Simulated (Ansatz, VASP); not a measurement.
## Two plane-wave programs on Ti2O

```xyz
3
Lattice="2.9529 0.0000 0.0000 -1.4764 2.5580 0.0003 0.0000 0.0005 4.7243" Properties=species:S:1:pos:R:3 pbc="T T T"
Ti    1.4765    0.8525    1.2407
Ti   -0.0001    1.7059    3.4838
O     0.0000    0.0000    0.0000
```

Change from the starting cell: all atoms moved at random, sigma 0.15 Å a component; relaxed back.

Alike in both runs: functional PBEsol; k mesh 12 × 12 × 8; occupations gaussian, width 0.15 eV; no spin polarisation.

Ansatz relaxed the structure, and its values are those at the end. VASP's run is a single point on that final structure, the one shown.

|  | VASP | Ansatz |
| --- | --- | --- |
| version | VASP 6.6.1 | Ansatz 0.2.0 |
| potentials or method | VASP PAW PBE potentials, release 64 (Ti_sv, O), cutoff 520 eV | scalar-relativistic, plane waves, PAW |
| valence electrons in the cell | 30 | 30 |

VASP gave:

* gap on the k mesh at the Fermi level (eV): none
* pressure (GPa): 0.3
* rms of the force components (eV/Å): 0.025

Problem. What did Ansatz give for the same quantities?

Solution. gap on the k mesh at the Fermi level (eV): none; pressure (GPa): 0.0; rms of the force components (eV/Å): 0.003.

VASP's potentials were made for PBE, not for PBEsol. A gap of «none» marks a metal or a gap that the smearing closes. With one functional, cell and mesh, what is left measures potentials, basis and numerics.
